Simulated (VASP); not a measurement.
# AlGaN2 (P-4m2) in VASP: a series of runs

Runs on AlGaN2. Level: r2SCAN. Tasks: single point.

Everything below comes from runs of VASP 6.6.1. Logs are shortened: lines on timing, memory, paths and dates and some standing lists are left out, and cuts for length are marked.

### Step 1. The cell of the first run

Symmetry: P-4m2, No. 115, tetragonal system. Conventional cell: a = 3.235 Å, b = 3.235 Å, c = 4.424 Å, α = 90.00°, β = 90.00°, γ = 90.00°. Al (site symmetry -4m2) has 4 N at 1.93 Å within 2.6 Å. Ga (site symmetry -4m2) has 4 N at 1.99 Å within 2.6 Å. N (site symmetry 2mm) has 2 Al at 1.93 Å and 2 Ga at 1.99 Å within 2.6 Å.

### Step 2. Single point, r2SCAN (strain +0.030 along x and y, +0.000 along z)

File POSCAR:

```
AlGaN2
1.0
    3.2351033602      0.0000000000      0.0000000000
    0.0000000000      3.2351033602      0.0000000000
    0.0000000000      0.0000000000      4.4238379400
Al Ga N
1 1 2
Direct
    0.5000000000      0.5000000000      0.5000000000
    0.0000000000      0.0000000000      0.0000000000
    0.5000000000      0.0000000000      0.7382648100
    0.0000000000      0.5000000000      0.2617351900
```

File INCAR.step1:

```
SYSTEM = AlGaN2
ALGO = Normal
EDIFF = 1E-5
ENCUT = 910
GGA = PE
GGA_COMPAT = .False.
ISMEAR = 0
LASPH = .True.
LCHARG = .False.
LREAL = .False.
LWAVE = .True.
NBANDS = 21
NELM = 120
PREC = Accurate
SIGMA = 0.05
```

File INCAR.step2:

```
SYSTEM = AlGaN2
ALGO = Normal
EDIFF = 1E-6
ENCUT = 910
GGA_COMPAT = .False.
ISIF = 2
ISMEAR = 0
ISTART = 1
LASPH = .True.
LCHARG = .True.
LELF = .True.
LMIXTAU = .True.
LREAL = .False.
LVHAR = .True.
LWAVE = .False.
METAGGA = R2SCAN
NBANDS = 21
NELM = 120
PREC = Accurate
SIGMA = 0.05
```

File KPOINTS:

```
k-points
0
Gamma
  8 8 6
  0 0 0
```

Potentials or basis: VASP PAW PBE potentials, release 64 (Al, Ga_d, N_h).

Launch:

```sh
$ cat potpaw_PBE.64/Al/POTCAR potpaw_PBE.64/Ga_d/POTCAR potpaw_PBE.64/N_h/POTCAR > POTCAR
$ cp INCAR.step1 INCAR
$ mpirun -np 1 vasp_std > vasp.out
$ cp INCAR.step2 INCAR
$ mpirun -np 1 vasp_std > vasp.out
```

OUTCAR:

```text
SYSTEM = AlGaN2
   EDIFF = 1E-6
   ENCUT = 910
   ISIF = 2
   ISMEAR = 0
   ISTART = 1
   LASPH = .True.
   LREAL = .False.
   METAGGA = R2SCAN
   NELM = 120
   PREC = Accurate

 ion  position               nearest neighbor table
   1  0.500  0.500  0.500-   3 1.93   4 1.93   3 1.93   4 1.93
   2  0.000  0.000  0.000-   3 1.99   4 1.99   4 1.99   3 1.99
   3  0.500  0.000  0.738-   1 1.93   1 1.93   2 1.99   2 1.99
   4  0.000  0.500  0.262-   1 1.93   1 1.93   2 1.99   2 1.99

  LATTYP: Found a simple tetragonal cell.
 ALAT       =     3.2351033602
 C/A-ratio  =     1.3674487172

  Lattice vectors:

 A1 = (   3.2351033602,   0.0000000000,   0.0000000000)
 A2 = (   0.0000000000,   3.2351033602,   0.0000000000)
 A3 = (   0.0000000000,   0.0000000000,   4.4238379400)

Analysis of symmetry for initial positions (statically):
=====================================================================
 Subroutine PRICEL returns:
 Original cell was already a primitive cell.

 Routine SETGRP: Setting up the symmetry group for a
 simple tetragonal supercell.

 Subroutine GETGRP returns: Found  8 space group operations
 (whereof  8 operations were pure point group operations)
 out of a pool of 16 trial point group operations.

The static configuration has the point symmetry D_2d.

Analysis of symmetry for dynamics (positions and initial velocities):
=====================================================================
 Subroutine PRICEL returns:
 Original cell was already a primitive cell.

 Routine SETGRP: Setting up the symmetry group for a
 simple tetragonal supercell.

 Subroutine GETGRP returns: Found  8 space group operations
 (whereof  8 operations were pure point group operations)
 out of a pool of 16 trial point group operations.

The dynamic configuration has the point symmetry D_2d.

 Subroutine INISYM returns: Found  8 space group operations
 (whereof  8 operations are pure point group operations),
 and found     1 'primitive' translations

----------------------------------------------------------------------------------------

                                     Primitive cell

  volume of cell :      46.2994

[... 88 lines left out ...]
   LSORBIT =      F    spin-orbit coupling
   LASPH  =      T    aspherical Exc in radial PAW
   ENCUT  =  910.0 eV  66.88 Ry    8.18 a.u.   7.96  7.96 10.88*2*pi/ulx,y,z
   NELM   =    120;   NELMIN=  2; NELMDL=  0     # of ELM steps
   EDIFF  = 0.1E-05   stopping-criterion for ELM
   LREAL  =      F    real-space projection
   EDIFFG = 0.1E-04   stopping-criterion for IOM
   NSW    =      0    number of steps for IOM
   IBRION =     -1    ionic relax: 0-MD 1-quasi-New 2-CG
   NFREE  =      0    steps in history (QN), initial steepest desc. (CG)
   ISIF   =      2    stress and relaxation
   ISYM   =      2    0-nonsym 1-usesym 2-fastsym
   POTIM  = 0.5000    time-step for ionic-motion
   TEBEG  =    0.0;   TEEND  =   0.0 temperature during run
   PSTRESS=    0.0 pullay stress
   NELECT =      26.0000    total number of electrons
   NUPDOWN=      -1.0000    fix difference up-down
   EMIN   =  10.00;   EMAX   =-10.00  energy-range for DOS
   EFERMI =   0.00;   METHOD = LEGACY
   ISMEAR =     0;   SIGMA  =   0.05  broadening in eV -4-tet -1-fermi 0-gaus
   EFERMI_NEDOS =   21; number of points for ismear=-14 and -15
   IALGO  =     38    algorithm
   IMIX   =      4    mixing-type and parameters
     AMIX     =   0.40;   BMIX     =  1.00
     AMIX_MAG =   1.60;   BMIX_MAG =  1.00
  volume/ion in A,a.u.               =      11.57        78.11
  Fermi-wavevector in a.u.,A,eV,Ry     =   1.350644  2.552346 24.820267  1.824238
  Thomas-Fermi vector in A             =   2.478131
   LORBIT       =      0    0 simple, 1 ext, 2 COOP (PROOUT), +10 PAW based schemes
   METAGGA = R2SCAN    functional components
   LHFCALC =     F    Hartree Fock is set to
   AEXX    =    0.0000 exact exchange contribution
   IVDW    =     0    specifies the selected vdW correction
   LEPSILON=     F    determine dielectric tensor
   LRPA    =     F    only Hartree local field effects (RPA)
 non-spin polarized calculation
 Gauss-broadening in eV      SIGMA  =   0.05
  energy-cutoff  :      910.00
  volume of cell :       46.30
 maximum number of plane-waves:      2920
 NGX is ok and might be reduce to    32
   NGX = 15   NGY = 15   NGZ = 21

 number of electron      26.0000004 magnetization

 Free energy of the ion-electron system (eV)
  ---------------------------------------------------
  ext. energy  EPLUGINS =         0.00000000
  ---------------------------------------------------
  free energy    TOTEN  =       -40.96518702 eV

  energy without entropy =      -40.96518702  energy(sigma->0) =      -40.96518702

 E-fermi :   5.3364     XC(G=0): -11.7550

 val. band max:        5.0543607203   @ k =   0.0000   0.0000   0.0000
 cond. band min:       7.9951548493   @ k =   0.0000   0.0000   0.0000
 fundamental gap:      2.9407941290
 Fermi energy:         5.3364202517

 k-point     1 :       0.0000    0.0000    0.0000
  band No.  band energies     occupation
      1     -10.7763      2.00000
      2      -9.4124      2.00000
      3      -8.2762      2.00000
      4      -8.2762      2.00000
      5      -8.2103      2.00000
      6      -8.0794      2.00000
[... 565 lines left out ...]
     20      17.5815      0.00000
     21      17.6917      0.00000

 [... further k-points ...]

------------------------ aborting loop because EDIFF is reached ----------------------------------------

  FORCE on cell =-STRESS in cart. coord.  units (eV):
  Direction    XX          YY          ZZ          XY          YZ          ZX
  --------------------------------------------------------------------------------------
  -------------------------------------------------------------------------------------
  Total       -3.5467727     -3.5467727     -2.3687016      0.0000000      0.0000000     -0.0000000
  in kB     -122.7349944   -122.7349944    -81.9682008      0.0000000      0.0000000     -0.0000000
  external PRESSURE =    -109.1460632 kB  Pullay stress =       0.0000000 kB

 VOLUME and BASIS-vectors are now :
 -----------------------------------------------------------------------------
  energy-cutoff  :      910.00
  volume of cell :       46.30
      direct lattice vectors                 reciprocal lattice vectors
     3.235103360  0.000000000  0.000000000     0.309109135  0.000000000  0.000000000
     0.000000000  3.235103360  0.000000000     0.000000000  0.309109135  0.000000000
     0.000000000  0.000000000  4.423837940     0.000000000  0.000000000  0.226048064

 POSITION                                       TOTAL-FORCE (eV/Angst)
 -----------------------------------------------------------------------------------
      1.61755      1.61755      2.21192         0.000000      0.000000      0.000000
      0.00000      0.00000      0.00000         0.000000     -0.000000      0.000000
      1.61755      0.00000      3.26596        -0.000000     -0.000000     -0.040429
      0.00000      1.61755      1.15787         0.000000     -0.000000      0.040429
 -----------------------------------------------------------------------------------
    total drift:                                0.000000      0.000000      0.000000

  FREE ENERGIE OF THE ION-ELECTRON SYSTEM (eV)
  ---------------------------------------------------
  free  energy   TOTEN  =       -40.9651870200 eV

  energy  without entropy=      -40.9651870200  energy(sigma->0) =      -40.96518702
```

OSZICAR.step1:

```text
N       E                     dE             d eps       ncg     rms          rms(c)
DAV:   1     0.248227199691E+03    0.24823E+03   -0.17367E+04  2766   0.256E+03
DAV:   2     0.128738799682E+02   -0.23535E+03   -0.22005E+03  2731   0.575E+02
DAV:   3    -0.285882572795E+02   -0.41462E+02   -0.40195E+02  3023   0.146E+02
DAV:   4    -0.311691012142E+02   -0.25808E+01   -0.25630E+01  3078   0.375E+01
DAV:   5    -0.312463687104E+02   -0.77267E-01   -0.77234E-01  2998   0.583E+00    0.112E+01
DAV:   6    -0.269311819609E+02    0.43152E+01   -0.14195E+01  4046   0.468E+01    0.322E+00
DAV:   7    -0.269832216422E+02   -0.52040E-01   -0.99852E-01  2605   0.797E+00    0.213E+00
DAV:   8    -0.269790264687E+02    0.41952E-02   -0.15782E-01  3255   0.422E+00    0.665E-01
DAV:   9    -0.269688984063E+02    0.10128E-01   -0.33020E-02  3622   0.273E+00    0.157E-01
DAV:  10    -0.269693633010E+02   -0.46489E-03   -0.68775E-03  2930   0.584E-01    0.114E-01
DAV:  11    -0.269693322122E+02    0.31089E-04   -0.67677E-04  3007   0.238E-01    0.194E-02
DAV:  12    -0.269693417916E+02   -0.95794E-05   -0.80519E-05  3081   0.882E-02
   1 F= -.26969342E+02 E0= -.26969342E+02  d E =-.454941E-11
```

Wall time 4.4 min (1 thread of Intel Xeon Platinum 8488C (Sapphire Rapids), shared host); peak memory 0.32 GiB.

What came out:

```
Free energy            : -40.9652 eV
Pressure               : -10.9 GPa
Largest force          : 0.040 eV/Å
Band gap on the k mesh : 2.94 eV
```

Forces on the atoms (eV/Å):
```
Al   0.000  0.000  0.000
Ga   0.000  0.000  0.000
N    0.000  0.000 -0.040
N    0.000  0.000  0.040
```

Levels at points of the mesh, in eV from the valence-band top:
```
           k point  band 10  band 11  band 12  band 13  band 14  band 15  band 16  band 17
(0.00, 0.00, 0.00)    -2.36    -0.08     0.00     0.00     2.94     3.98     7.71    11.65
(0.50, 0.00, 0.00)    -2.65    -2.59    -1.07    -0.71     7.18     7.57     8.32     8.54
(0.50, 0.50, 0.00)    -2.11    -2.06    -2.06    -2.03     3.90     3.90     6.82     9.39
(0.00, 0.00, 0.50)    -1.58    -1.58    -1.00    -1.00     5.62     5.78     8.15     9.46
(0.50, 0.00, 0.50)    -1.05    -0.72    -0.59    -0.42     5.34     6.83     9.68     9.92
(0.50, 0.50, 0.50)    -3.72    -3.13    -2.99    -2.99     6.85     6.85     9.00    11.32
```

Caveat: the cell differs from its parent crystal (strain +0.030 along x and y, +0.000 along z); the cutoff is under 1.25 times the usual one of these potentials, so pressure, stress and relaxed cells hold a basis-set (Pulay) error; the cell stands under tension; the PAW data sets were made with another functional, which shifts forces and pressure a little.

### Step 3. Single point, r2SCAN (strain +0.015 along x and y, +0.015 along z)

File POSCAR:

```
AlGaN2
1.0
    3.1879902044      0.0000000000      0.0000000000
    0.0000000000      3.1879902044      0.0000000000
    0.0000000000      0.0000000000      4.4901955091
Al Ga N
1 1 2
Direct
    0.5000000000      0.5000000000      0.5000000000
    0.0000000000      0.0000000000      0.0000000000
    0.5000000000      0.0000000000      0.7382648100
    0.0000000000      0.5000000000      0.2617351900
```

File INCAR.step1:

```
SYSTEM = AlGaN2
PREC = Accurate ; ENCUT = 910
ISMEAR = 0 ; SIGMA = 0.05
LREAL = .FALSE. ; LASPH = .TRUE.
NELM = 120 ; NBANDS = 21
GGA = PE ; ALGO = Normal
EDIFF = 1E-5 ; LWAVE = .TRUE.
LCHARG = .FALSE. ; GGA_COMPAT = .FALSE.
```

File INCAR.step2:

```
SYSTEM = AlGaN2
PREC = Accurate ; ENCUT = 910
EDIFF = 1E-6 ; ISMEAR = 0
SIGMA = 0.05 ; LREAL = .FALSE.
LASPH = .TRUE. ; NELM = 120
ALGO = Normal ; ISIF = 2
LWAVE = .FALSE. ; LCHARG = .FALSE.
METAGGA = R2SCAN ; LMIXTAU = .TRUE.
NBANDS = 21 ; ISTART = 1
GGA_COMPAT = .FALSE.
```

File KPOINTS:

```
regular mesh
0
G
  8 8 6
  0 0 0
```

Potentials or basis: VASP PAW PBE potentials, release 64 (Al, Ga_d, N_h).

Launch:

```sh
$ cat potpaw_PBE.64/Al/POTCAR potpaw_PBE.64/Ga_d/POTCAR potpaw_PBE.64/N_h/POTCAR > POTCAR
$ cp INCAR.step1 INCAR
$ mpirun -np 1 vasp_std > vasp.out
$ cp INCAR.step2 INCAR
$ mpirun -np 1 vasp_std > vasp.out
```

OUTCAR:

```text
SYSTEM = AlGaN2
   PREC = Accurate
   ENCUT = 910
   EDIFF = 1E-6
   ISMEAR = 0
   LREAL = .FALSE.
   LASPH = .TRUE.
   NELM = 120
   ISIF = 2
   METAGGA = R2SCAN
   ISTART = 1

 ion  position               nearest neighbor table
   1  0.500  0.500  0.500-   3 1.92   4 1.92   3 1.92   4 1.92
   2  0.000  0.000  0.000-   3 1.98   4 1.98   4 1.98   3 1.98
   3  0.500  0.000  0.738-   1 1.92   1 1.92   2 1.98   2 1.98
   4  0.000  0.500  0.262-   1 1.92   1 1.92   2 1.98   2 1.98

  LATTYP: Found a simple tetragonal cell.
 ALAT       =     3.1879902044
 C/A-ratio  =     1.4084721788

  Lattice vectors:

 A1 = (   3.1879902044,   0.0000000000,   0.0000000000)
 A2 = (   0.0000000000,   3.1879902044,   0.0000000000)
 A3 = (   0.0000000000,   0.0000000000,   4.4901955091)

Analysis of symmetry for initial positions (statically):
=====================================================================
 Subroutine PRICEL returns:
 Original cell was already a primitive cell.

 Routine SETGRP: Setting up the symmetry group for a
 simple tetragonal supercell.

 Subroutine GETGRP returns: Found  8 space group operations
 (whereof  8 operations were pure point group operations)
 out of a pool of 16 trial point group operations.

The static configuration has the point symmetry D_2d.

Analysis of symmetry for dynamics (positions and initial velocities):
=====================================================================
 Subroutine PRICEL returns:
 Original cell was already a primitive cell.

 Routine SETGRP: Setting up the symmetry group for a
 simple tetragonal supercell.

 Subroutine GETGRP returns: Found  8 space group operations
 (whereof  8 operations were pure point group operations)
[... 120 lines left out ...]
   EFERMI =   0.00;   METHOD = LEGACY
   ISMEAR =     0;   SIGMA  =   0.05  broadening in eV -4-tet -1-fermi 0-gaus
   EFERMI_NEDOS =   21; number of points for ismear=-14 and -15
   IALGO  =     38    algorithm
   IMIX   =      4    mixing-type and parameters
     AMIX     =   0.40;   BMIX     =  1.00
     AMIX_MAG =   1.60;   BMIX_MAG =  1.00
  volume/ion in A,a.u.               =      11.41        76.99
  Fermi-wavevector in a.u.,A,eV,Ry     =   1.357166  2.564671 25.060554  1.841899
  Thomas-Fermi vector in A             =   2.484107
   LORBIT       =      0    0 simple, 1 ext, 2 COOP (PROOUT), +10 PAW based schemes
   METAGGA = R2SCAN    functional components
   LHFCALC =     F    Hartree Fock is set to
   AEXX    =    0.0000 exact exchange contribution
   IVDW    =     0    specifies the selected vdW correction
   LEPSILON=     F    determine dielectric tensor
   LRPA    =     F    only Hartree local field effects (RPA)
 non-spin polarized calculation
 Gauss-broadening in eV      SIGMA  =   0.05
  energy-cutoff  :      910.00
  volume of cell :       45.64
 maximum number of plane-waves:      2864
 NGX is ok and might be reduce to    32
   NGX = 15   NGY = 15   NGZ = 23

 number of electron      25.9999999 magnetization

 Free energy of the ion-electron system (eV)
  ---------------------------------------------------
  ext. energy  EPLUGINS =         0.00000000
  ---------------------------------------------------
  free energy    TOTEN  =       -41.01670634 eV

  energy without entropy =      -41.01670634  energy(sigma->0) =      -41.01670634

 E-fermi :   5.4757     XC(G=0): -11.8283

 val. band max:        5.2326924334   @ k =   0.0000   0.0000   0.0000
 cond. band min:       8.2498978158   @ k =   0.0000   0.0000   0.0000
 fundamental gap:      3.0172053823
 Fermi energy:         5.4756969605

 k-point     1 :       0.0000    0.0000    0.0000
  band No.  band energies     occupation
      1     -10.7351      2.00000
      2      -9.3233      2.00000
      3      -8.1193      2.00000
      4      -8.1193      2.00000
      5      -8.0525      2.00000
      6      -7.9249      2.00000
[... 565 lines left out ...]
     20      17.9259      0.00000
     21      17.9538      0.00000

 [... further k-points ...]

------------------------ aborting loop because EDIFF is reached ----------------------------------------

  FORCE on cell =-STRESS in cart. coord.  units (eV):
  Direction    XX          YY          ZZ          XY          YZ          ZX
  --------------------------------------------------------------------------------------
  -------------------------------------------------------------------------------------
  Total       -2.4242075     -2.4242075     -2.3931998      0.0000000      0.0000000     -0.0000000
  in kB      -85.1101139    -85.1101139    -84.0214807      0.0000000      0.0000000     -0.0000000
  external PRESSURE =     -84.7472362 kB  Pullay stress =       0.0000000 kB

 VOLUME and BASIS-vectors are now :
 -----------------------------------------------------------------------------
  energy-cutoff  :      910.00
  volume of cell :       45.64
      direct lattice vectors                 reciprocal lattice vectors
     3.187990204  0.000000000  0.000000000     0.313677250  0.000000000  0.000000000
     0.000000000  3.187990204  0.000000000     0.000000000  0.313677250  0.000000000
     0.000000000  0.000000000  4.490195509     0.000000000  0.000000000  0.222707452

 POSITION                                       TOTAL-FORCE (eV/Angst)
 -----------------------------------------------------------------------------------
      1.59400      1.59400      2.24510        -0.000000      0.000000      0.000000
      0.00000      0.00000      0.00000         0.000000     -0.000000      0.000000
      1.59400      0.00000      3.31495        -0.000000     -0.000000      0.004918
      0.00000      1.59400      1.17524        -0.000000     -0.000000     -0.004918
 -----------------------------------------------------------------------------------
    total drift:                                0.000000      0.000000     -0.000000

  FREE ENERGIE OF THE ION-ELECTRON SYSTEM (eV)
  ---------------------------------------------------
  free  energy   TOTEN  =       -41.0167063403 eV

  energy  without entropy=      -41.0167063403  energy(sigma->0) =      -41.01670634
```

It took 4.3 min on 1 thread of Intel Xeon Platinum 8259CL at 2.50GHz (Skylake/Cascade Lake), shared host; peak memory 0.31 GiB.

Results:

* Free energy: -41.0167 eV
* Pressure: -8.5 GPa
* Largest force: 0.005 eV/Å
* Band gap on the k mesh: 3.02 eV

Forces on the atoms (eV/Å):
```
Al   0.000  0.000  0.000
Ga   0.000  0.000  0.000
N    0.000  0.000  0.005
N    0.000  0.000 -0.005
```

Stress tensor (GPa, compression positive):
```
-8.51  0.00  0.00
 0.00 -8.51  0.00
 0.00  0.00 -8.40
```

Levels at points of the mesh, in eV from the valence-band top:
```
           k point  band 11  band 12  band 13  band 14  band 15  band 16
(0.00, 0.00, 0.00)    -0.20     0.00     0.00     3.02     4.05     8.09
(0.50, 0.00, 0.00)    -2.80    -1.01    -0.63     7.33     7.63     8.55
(0.50, 0.50, 0.00)    -2.20    -2.20    -2.18     3.81     3.81     6.69
(0.00, 0.00, 0.50)    -1.54    -0.96    -0.96     5.61     5.74     8.30
(0.50, 0.00, 0.50)    -0.86    -0.59    -0.52     5.43     6.94     9.75
(0.50, 0.50, 0.50)    -3.20    -3.07    -3.07     6.67     6.67     9.06
```

Caveat: the cell differs from its parent crystal (strain +0.015 along x and y, +0.015 along z); the cutoff is under 1.25 times the usual one of these potentials, so pressure, stress and relaxed cells hold a basis-set (Pulay) error; the cell stands under tension; the PAW data sets were made with another functional, which shifts forces and pressure a little.
